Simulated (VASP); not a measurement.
Crystal: CdH2O2.

```xyz
5
Lattice="3.4919 0.0000 0.0000 -1.7460 3.0241 0.0000 0.0000 0.0000 4.6118" Properties=species:S:1:pos:R:3 pbc="T T T"
Cd    0.0000    0.0000    0.0000
H     1.7460    1.0080    2.5409
H     0.0000    2.0161    2.0709
O     1.7460    1.0080    3.5021
O     0.0000    2.0161    1.1097
```

Base run:

| Quantity | Value |
| --- | --- |
| Program | VASP 6.6.1 |
| Functional | PBEsol |
| Potentials or basis | VASP PAW PBE potentials, release 64 (Cd, H, O) |
| Cutoff | 520 eV |
| k mesh | 6 × 6 × 4 |
| Occupations | gaussian, width 0.01 eV |
| Spin | no spin polarisation |

Its results: band gap on the k mesh 1.66 eV, indirect (least direct gap 2.01 eV); pressure 2.7 GPa; largest force 0.954 eV/Å.

Problem. The run is repeated on the same cell with these changes: potentials or basis from VASP PAW PBE potentials, release 64 (Cd, H, O) to VASP PAW PBE potentials, release 64 (Cd_sv_GW, H, O); cutoff from 520 eV to 600 eV; further incar settings from ALGO = Normal; EDIFF = 1e-06; NBANDS = 21 to ALGO = Normal; EDIFF = 1e-06; NBANDS = 25; valence electrons from 26 to 34. What comes out?

Solution. Band gap on the k mesh 1.67 eV, indirect (least direct gap 2.02 eV); pressure 1.5 GPa; largest force 0.974 eV/Å.

Caveats: the PAW data sets were made with another functional, which shifts forces and pressure a little.

A k mesh can miss the band edges.
